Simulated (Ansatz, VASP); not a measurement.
**One calculation of TaN, two programs**

```xyz
2
Lattice="0.0885 2.2130 2.2130 2.2130 0.0885 2.2130 2.2130 2.2130 0.0885" Properties=species:S:1:pos:R:3 pbc="T T T"
Ta    2.2573    2.2573    2.2573
N     0.0000    0.0000    0.0000
```

Alike in both runs: task single point; functional PBEsol; k mesh 20 × 20 × 20; occupations gaussian, width 0.15 eV; no spin polarisation.

```csv
,VASP,Ansatz
version,VASP 6.6.1,Ansatz 0.2.0
potentials or method,"VASP PAW PBE potentials, release 64 (Ta_pv, N), cutoff 520 eV","scalar-relativistic, plane waves, PAW"
valence electrons in the cell,16,18
```

VASP gave:

```
gap on the k mesh at the Fermi level (eV)                     : none
pressure (GPa)                                                : 11.8
traceless stress, the component that is largest in VASP (GPa) : -2.64
```

**Question.** Which values does Ansatz return?

**Answer.** gap on the k mesh at the Fermi level (eV): none; pressure (GPa): 10.4; traceless stress, the component that is largest in VASP (GPa): -2.68.

VASP's potentials were made for PBE, not for PBEsol, and Ansatz warns of the same on its side. A gap of «none» marks a metal or a gap that the smearing closes. The functional is the same, so the differences come from potentials, cutoffs and numerics. VASP's potentials hold 16 valence electrons a cell and Ansatz's 18, so a difference there can come from the potentials and not from the codes.

Neither program's run includes spin-orbit coupling.
